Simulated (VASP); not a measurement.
# NbAs (I4_1md) in VASP: further runs

Aim: see how the results for NbAs move with the level of theory and the settings. Levels: RPBE, revPBE. Tasks: single point.

All numbers are computed with VASP 6.6.1; they aren't measurements. Logs are shortened: lines on timing, memory, paths and dates and some standing lists are left out, and cuts for length are marked.

### 1 The cell of the first run

The structure is tetragonal, space group I4_1md (No. 109). Conventional cell: a = 3.452 Å, b = 3.452 Å, c = 11.680 Å, α = 90.00°, β = 90.00°, γ = 90.00°. Within 3.5 Å of Nb (site symmetry 2mm) lie 6 As at 2.60 to 2.63 Å and 8 Nb at 3.39 to 3.45 Å. As (site symmetry 2mm) has 6 Nb at 2.60 to 2.63 Å and 8 As at 3.39 to 3.45 Å within 3.5 Å.

### 2 Single point, RPBE

INCAR reads:

```
  ALGO = Normal
  EDIFF = 1E-7
  ENCUT = 520
  GGA = RP
  ISIF = 2
  ISMEAR = -1
  LASPH = T
  LCHARG = F
  LREAL = F
  LWAVE = F
  NBANDS = 26
  NELM = 100
  PREC = Accurate
  SIGMA = 0.05
```

KPOINTS reads:

```
k-points
0
Gamma
  11 11 11
```

POSCAR reads:

```
NbAs
1.0
   -1.7258500000      1.7258500000      5.8400000000
    1.7258500000     -1.7258500000      5.8400000000
    1.7258500000      1.7258500000     -5.8400000000
Nb As
2 2
Direct
    0.5000000000      0.0000000000      0.5000000000
    0.7500000000      0.7500000000      0.0000000000
    0.9160000000      0.4160000000      0.5000000000
    0.1660000000      0.1660000000      0.0000000000
```

Potentials or basis: VASP PAW PBE potentials, release 64 (Nb_sv, As).

On the command line:

```
$ cat potpaw_PBE.64/Nb_sv/POTCAR potpaw_PBE.64/As/POTCAR > POTCAR
$ mpirun -np 1 vasp_std > vasp.out
```

OUTCAR:

```text
EDIFF = 1E-7
   ENCUT = 520
   GGA = RP
   ISIF = 2
   ISMEAR = -1
   LASPH = T
   LREAL = F
   NELM = 100
   PREC = Accurate

 ion  position               nearest neighbor table
   1  0.500  0.000  0.500-   4 2.60   4 2.60   3 2.63   3 2.63   3 2.63   3 2.63
   2  0.750  0.750  0.000-   3 2.60   3 2.60   4 2.63   4 2.63   4 2.63   4 2.63
   3  0.916  0.416  0.500-   2 2.60   2 2.60   1 2.63   1 2.63   1 2.63   1 2.63
   4  0.166  0.166  0.000-   1 2.60   1 2.60   2 2.63   2 2.63   2 2.63   2 2.63

  LATTYP: Found a body centered tetragonal cell.
 ALAT       =     3.4517000000
 C/A-ratio  =     3.3838398470

  Lattice vectors:

 A1 = (  -1.7258500000,   1.7258500000,   5.8400000000)
 A2 = (   1.7258500000,  -1.7258500000,   5.8400000000)
 A3 = (   1.7258500000,   1.7258500000,  -5.8400000000)

Analysis of symmetry for initial positions (statically):
=====================================================================
 Subroutine PRICEL returns:
 Original cell was already a primitive cell.

 Routine SETGRP: Setting up the symmetry group for a
 body centered tetragonal supercell.

 Subroutine GETGRP returns: Found  8 space group operations
 (whereof  4 operations were pure point group operations)
 out of a pool of 16 trial point group operations.

The static configuration has the point symmetry C_2v.
 The point group associated with its full space group is C_4v.

Analysis of symmetry for dynamics (positions and initial velocities):
=====================================================================
 Subroutine PRICEL returns:
 Original cell was already a primitive cell.

 Routine SETGRP: Setting up the symmetry group for a
 body centered tetragonal supercell.

 Subroutine GETGRP returns: Found  8 space group operations
 (whereof  4 operations were pure point group operations)
 out of a pool of 16 trial point group operations.

The dynamic configuration has the point symmetry C_2v.
 The point group associated with its full space group is C_4v.

 Subroutine INISYM returns: Found  8 space group operations
 (whereof  4 operations are pure point group operations),
 and found     1 'primitive' translations

----------------------------------------------------------------------------------------

                                     Primitive cell
[... 91 lines left out ...]
   LSORBIT =      F    spin-orbit coupling
   LASPH  =      T    aspherical Exc in radial PAW
   ENCUT  =  520.0 eV  38.22 Ry    6.18 a.u.  11.77 11.77 11.77*2*pi/ulx,y,z
   NELM   =    100;   NELMIN=  2; NELMDL= -5     # of ELM steps
   EDIFF  = 0.1E-06   stopping-criterion for ELM
   LREAL  =      F    real-space projection
   EDIFFG = 0.1E-05   stopping-criterion for IOM
   NSW    =      0    number of steps for IOM
   IBRION =     -1    ionic relax: 0-MD 1-quasi-New 2-CG
   NFREE  =      0    steps in history (QN), initial steepest desc. (CG)
   ISIF   =      2    stress and relaxation
   ISYM   =      2    0-nonsym 1-usesym 2-fastsym
   POTIM  = 0.5000    time-step for ionic-motion
   TEBEG  =    0.0;   TEEND  =   0.0 temperature during run
   PSTRESS=    0.0 pullay stress
   NELECT =      36.0000    total number of electrons
   NUPDOWN=      -1.0000    fix difference up-down
   EMIN   =  10.00;   EMAX   =-10.00  energy-range for DOS
   EFERMI =   0.00;   METHOD = LEGACY
   ISMEAR =    -1;   SIGMA  =   0.05  broadening in eV -4-tet -1-fermi 0-gaus
   EFERMI_NEDOS =   21; number of points for ismear=-14 and -15
   IALGO  =     38    algorithm
   IMIX   =      4    mixing-type and parameters
     AMIX     =   0.40;   BMIX     =  1.00
     AMIX_MAG =   1.60;   BMIX_MAG =  1.00
  volume/ion in A,a.u.               =      17.39       117.39
  Fermi-wavevector in a.u.,A,eV,Ry     =   1.314264  2.483599 23.501213  1.727290
  Thomas-Fermi vector in A             =   2.444529
   LORBIT       =      0    0 simple, 1 ext, 2 COOP (PROOUT), +10 PAW based schemes
   GGA     = RP    functional components
   LHFCALC =     F    Hartree Fock is set to
   AEXX    =    0.0000 exact exchange contribution
   IVDW    =     0    specifies the selected vdW correction
   LEPSILON=     F    determine dielectric tensor
   LRPA    =     F    only Hartree local field effects (RPA)
 non-spin polarized calculation
  energy-cutoff  :      520.00
  volume of cell :       69.58
 maximum number of plane-waves:      1896
   NGX = 23   NGY = 23   NGZ = 23

 number of electron      35.9999999 magnetization

 Free energy of the ion-electron system (eV)
  ---------------------------------------------------
  ext. energy  EPLUGINS =         0.00000000
  ---------------------------------------------------
  free energy    TOTEN  =       -30.61302124 eV

  energy without entropy =      -30.60685833  energy(sigma->0) =      -30.60993979

 E-fermi :   9.7305     XC(G=0): -11.7984

 val. band max:        9.7041460802   @ k =  -0.0909   0.4545   0.0909
 cond. band min:       9.7333312073   @ k =  -0.1818  -0.4545   0.1818
 fundamental gap:      0.0291851272
 Fermi energy:         9.7304502449

 k-point     1 :       0.0000    0.0000    0.0000
  band No.  band energies     occupation
      1     -45.4200      2.00000
      2     -45.3916      2.00000
      3     -21.6390      2.00000
      4     -21.5297      2.00000
      5     -21.5297      2.00000
      6     -21.3729      2.00000
[... 685 lines left out ...]
     25      13.5091      0.00000
     26      14.9761      0.00000

 [... further k-points ...]

------------------------ aborting loop because EDIFF is reached ----------------------------------------

  FORCE on cell =-STRESS in cart. coord.  units (eV):
  Direction    XX          YY          ZZ          XY          YZ          ZX
  --------------------------------------------------------------------------------------
  -------------------------------------------------------------------------------------
  Total        2.4877770      2.4877770      2.6766137      0.0000000      0.0000000      0.0000000
  in kB       57.2852882     57.2852882     61.6335736      0.0000000      0.0000000      0.0000000
  external PRESSURE =      58.7347167 kB  Pullay stress =       0.0000000 kB

 VOLUME and BASIS-vectors are now :
 -----------------------------------------------------------------------------
  energy-cutoff  :      520.00
  volume of cell :       69.58
      direct lattice vectors                 reciprocal lattice vectors
    -1.725850000  1.725850000  5.840000000     0.000000000  0.289712316  0.085616438
     1.725850000 -1.725850000  5.840000000     0.289712316  0.000000000  0.085616438
     1.725850000  1.725850000 -5.840000000     0.289712316  0.289712316  0.000000000

 POSITION                                       TOTAL-FORCE (eV/Angst)
 -----------------------------------------------------------------------------------
      0.00000      1.72585      0.00000        -0.000000     -0.000000     -0.303408
      0.00000      0.00000      8.76000         0.000000      0.000000     -0.303408
      0.00000      1.72585      4.85888         0.000000     -0.000000      0.303408
      0.00000      0.00000      1.93888        -0.000000      0.000000      0.303408
 -----------------------------------------------------------------------------------
    total drift:                               -0.000000     -0.000000     -0.000018

  FREE ENERGIE OF THE ION-ELECTRON SYSTEM (eV)
  ---------------------------------------------------
  free  energy   TOTEN  =       -30.6130212391 eV

  energy  without entropy=      -30.6068583334  energy(sigma->0) =      -30.60993979
```

Wall time 3.6 min (1 thread of Intel Xeon 6975P-C (Granite Rapids), shared host); peak memory 0.45 GiB.

What came out:

| Item | Value |
| --- | --- |
| Free energy | -30.6130 eV |
| Pressure | 5.9 GPa |
| Largest force | 0.303 eV/Å |
| Band gap on the k mesh | 0.03 eV (least direct gap 0.07 eV) |

Forces in eV/Å, atoms in the order of the input:
```
Nb   0.000  0.000 -0.303
Nb   0.000  0.000 -0.303
As   0.000  0.000  0.303
As   0.000  0.000  0.303
```

Caveat: the cell stands under pressure; the smearing spreads over this small gap; semilocal functionals underestimate gaps, and a narrow one can read as zero; the PAW data sets were made with another functional, which shifts forces and pressure a little.

### 3 Single point, RPBE

This run uses another cell than the first one, of 18.01 Å³/atom.

INCAR reads:

```
  ALGO = Normal
  EDIFF = 1E-6
  ENCUT = 520
  GGA = RP
  ISIF = 2
  ISMEAR = -1
  LASPH = T
  LCHARG = F
  LREAL = F
  LWAVE = F
  NBANDS = 26
  NELM = 60
  PREC = Accurate
  SIGMA = 0.05
```

KPOINTS is that of step 2.

POSCAR reads:

```
NbAs
1.0
   -1.7453049734      1.7453049734      5.9134579740
    1.7453049734     -1.7453049734      5.9134579740
    1.7453049734      1.7453049734     -5.9134579740
Nb As
2 2
Direct
    0.4989787547     -0.0010212453      0.5000000000
    0.7489787547      0.7489787547      0.0000000000
    0.9170212453      0.4170212453      0.5000000000
    0.1670212453      0.1670212453      0.0000000000
```

Potentials or basis: VASP PAW PBE potentials, release 64 (Nb_sv, As).

On the command line:

```
$ cat potpaw_PBE.64/Nb_sv/POTCAR potpaw_PBE.64/As/POTCAR > POTCAR
$ mpirun -np 1 vasp_std > vasp.out
```

Wall time 3.6 min (1 thread of Intel Xeon 6975P-C (Granite Rapids), shared host); peak memory 0.46 GiB.

It converged, with:

- Free energy: -30.6642 eV
- Pressure: -0.1 GPa
- Largest force: 0.007 eV/Å
- Band gap on the k mesh: 0.02 eV

Forces on the atoms (eV/Å):
```
Nb   0.000  0.000 -0.007
Nb   0.000  0.000 -0.007
As   0.000  0.000  0.007
As   0.000  0.000  0.007
```

Levels at points of the mesh, in eV from the valence-band top:
```csv
k point,band 16,band 17,band 18,band 19,band 20,band 21
"(0.00, 0.00, 0.00)",-1.60,-1.34,-1.34,0.67,1.21,2.34
```

Caveat: semilocal functionals underestimate gaps, and a narrow one can read as zero; the PAW data sets were made with another functional, which shifts forces and pressure a little. A k mesh can miss the band edges.

### 4 Single point, revPBE

INCAR reads:

```
SYSTEM = NbAs
PREC = Accurate
ENCUT = 520
EDIFF = 1E-6
ISMEAR = -1
SIGMA = 0.05
LREAL = .False.
LASPH = .True.
NELM = 100
ALGO = Normal
ISIF = 2
LWAVE = .False.
LCHARG = .False.
GGA = RE
NBANDS = 26
```

KPOINTS reads:

```
regular mesh
0
Gamma
  11 11 11
  0 0 0
```

POSCAR reads:

```
NbAs
1.0
   -1.7258500000      1.7258500000      5.8400000000
    1.7258500000     -1.7258500000      5.8400000000
    1.7258500000      1.7258500000     -5.8400000000
Nb As
2 2
Direct
    0.5000000000      0.0000000000      0.5000000000
    0.7500000000      0.7500000000      0.0000000000
    0.9160000000      0.4160000000      0.5000000000
    0.1660000000      0.1660000000      0.0000000000
```

On the command line:

```
$ cat potpaw_PBE.64/Nb_sv/POTCAR potpaw_PBE.64/As/POTCAR > POTCAR
$ mpirun -np 1 vasp_std > vasp.out
```

It took 16 min on 1 thread of Intel Xeon 8259CL, shared host; peak memory 0.45 GiB.

The run converged. Its results:

```yaml
Free_energy: -30.9682 eV
Pressure: 5.2 GPa
Largest_force: 0.302 eV/Å
Band_gap_on_the_k_mesh: 0.03 eV (least direct gap 0.07 eV)
```

Forces on the atoms (eV/Å):
```
Nb   0.000  0.000 -0.302
Nb   0.000  0.000 -0.302
As   0.000  0.000  0.302
As   0.000  0.000  0.302
```

Stress tensor (GPa, compression positive):
```
4.99 0.00 0.00
0.00 4.99 0.00
0.00 0.00 5.49
```

Levels at points of the mesh, in eV from the valence-band top:
```
           k point  band 15  band 16  band 17  band 18  band 19  band 20  band 21  band 22
(0.00, 0.00, 0.00)    -2.04    -1.67    -1.38    -1.38     0.72     1.29     2.41     3.01
```

Caveat: the cell stands under pressure; the smearing spreads over this small gap; semilocal functionals underestimate gaps, and a narrow one can read as zero; the PAW data sets were made with another functional, which shifts forces and pressure a little. A k mesh can miss the band edges.

### 5 The runs side by side

| level | cell | gap on the mesh (eV) | pressure (GPa) | largest force (eV/Å) |
| --- | --- | --- | --- | --- |
| RPBE | a = 6.330 Å, angles 148.4, 148.4, 45.4°, 4 atoms, atomic positions A | 0.03 | 5.9 | 0.30 |
| RPBE | a = 6.408 Å, angles 148.4, 148.4, 45.3°, 4 atoms, atomic positions B | 0.02 | -0.1 | 0.01 |
| revPBE | a = 6.330 Å, angles 148.4, 148.4, 45.4°, 4 atoms, atomic positions A | 0.03 | 5.2 | 0.30 |

Alike in all rows: task single point; potentials or basis VASP PAW PBE potentials, release 64 (Nb_sv, As); no spin polarisation; k mesh 11 × 11 × 11; cutoff (eV) 520; smearing fermi-dirac 0.05 eV.

Caveats: semilocal functionals underestimate gaps, and a narrow one can read as zero; the PAW data sets were made with another functional, which shifts forces and pressure a little; the cell stands under pressure (at least some runs); the smearing spreads over this small gap (at least some runs).

Total energies depend on the potentials used, so only differences within one code and one set of settings carry meaning.
